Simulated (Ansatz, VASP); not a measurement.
# C: VASP beside Ansatz

Contents of INCAR:

```
SYSTEM = C
PREC = Accurate ; ENCUT = 520
EDIFF = 1E-6 ; ISMEAR = 0
SIGMA = 0.02 ; LREAL = .FALSE.
LASPH = .TRUE. ; NELM = 80
ALGO = Normal ; ISIF = 2
LWAVE = .FALSE. ; LCHARG = .FALSE.
GGA = PS ; IBRION = 2
NSW = 60 ; EDIFFG = -0.002
```

Contents of KPOINTS:

```
regular mesh
0
G
  9 9 6
  0 0 0
```

File POSCAR:

```
C
1.0
    2.4982678403      0.0000000000      0.0000000000
   -1.2491339201      2.1635634152      0.0000000000
    0.0000000000      0.0000000000      4.2229976381
C
4
Direct
    0.3333333333      0.6666666667     -0.0002601248
    0.6666666667      0.3333333333      0.4997398752
    0.3333333333      0.6666666667      0.3742601248
    0.6666666667      0.3333333333      0.8742601248
```

Input for Ansatz:

```yaml
crystal:
  lattice:
    - [2.4982678403, 0.0, 0.0]
    - [-1.2491339201, 2.1635634152, 0.0]
    - [0.0, 0.0, 4.2229976381]
  atoms:
    - { symbol: C, position: [0.3333333333, 0.6666666667, -0.0002601248] }
    - { symbol: C, position: [0.6666666667, 0.3333333333, 0.4997398752] }
    - { symbol: C, position: [0.3333333333, 0.6666666667, 0.3742601248] }
    - { symbol: C, position: [0.6666666667, 0.3333333333, 0.8742601248] }
basis:
  ecutwfc: 420
kpoints:
  mp_grid: { grid: [9, 9, 6] }
hamiltonian:
  xc: pbesol
  pseudopotentials: { kind: paw, azcp: { folder: soft_1 } }
scf:
  occupations: { method: gaussian, width: 0.02 }
output:
  forces: true
  stress: true
  eigenvalues: true
relax:
  adjacent_minimum: "off"
  f_tol: 0.002
  max_steps: 40
```

Change from the starting cell: strained cell.

Alike in both runs: task relaxation of the atoms; functional PBEsol; k mesh 9 × 9 × 6; occupations gaussian, width 0.02 eV; no spin polarisation.

|  | VASP | Ansatz |
| --- | --- | --- |
| version | VASP 6.6.1 | Ansatz 0.2.0 |
| potentials or method | VASP PAW PBE potentials, release 64 (C), cutoff 520 eV | scalar-relativistic, plane waves, PAW |
| valence electrons in the cell | 16 | 16 |

|  | VASP | Ansatz | Ansatz less VASP |
| --- | --- | --- | --- |
| gap on the k mesh at the Fermi level, each at its own relaxed structure (eV) | 3.08 | 3.11 | +0.025 |

VASP's potentials were made for PBE, not for PBEsol, and Ansatz warns of the same on its side. Ansatz's warnings: stress scf threshold loose.
